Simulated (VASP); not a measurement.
A run of VASP 6.6.1 is set up as follows.

The input INCAR:

```
ALGO = Normal
EDIFF = 1E-6
ENCUT = 520
GGA = PE
ISIF = 2
ISMEAR = 0
LASPH = T
LCHARG = F
LREAL = F
LWAVE = F
NBANDS = 20
NELM = 100
PREC = Accurate
SIGMA = 0.1
```

Contents of KPOINTS:

```
k-points
0
Gamma
  14 14 16
```

Contents of POSCAR:

```
Ni2N
1.0
    3.5803280059      0.0000000000      0.0000000000
    0.0000000000      3.5803280059      0.0000000000
    0.0000000000      0.0000000000      2.7504002199
Ni N
2 1
Direct
    0.5000000000      0.0000000000      0.0000000000
    0.0000000000      0.5000000000      0.0000000000
    0.5000000000      0.5000000000      0.0000000000
```

Potentials or basis: VASP PAW PBE potentials, release 64 (Ni, N).

Launch:

```bash
$ cat potpaw_PBE.64/Ni/POTCAR potpaw_PBE.64/N/POTCAR > POTCAR
$ mpirun -np 1 vasp_std > vasp.out
```

What does it give for the band gap on the k mesh?

Zero (an odd number of electrons rules out a gap without spin polarisation).

What does it give for the pressure?

0.4 GPa.

Stress tensor (GPa, compression positive):
```
 0.61  0.00  0.00
 0.00  0.61  0.00
 0.00  0.00 -0.17
```

Caveat: the run has no spin polarisation, though such a crystal can be magnetic. Spin polarisation is off, so any magnetic state and its effect on volume and gap are missing.
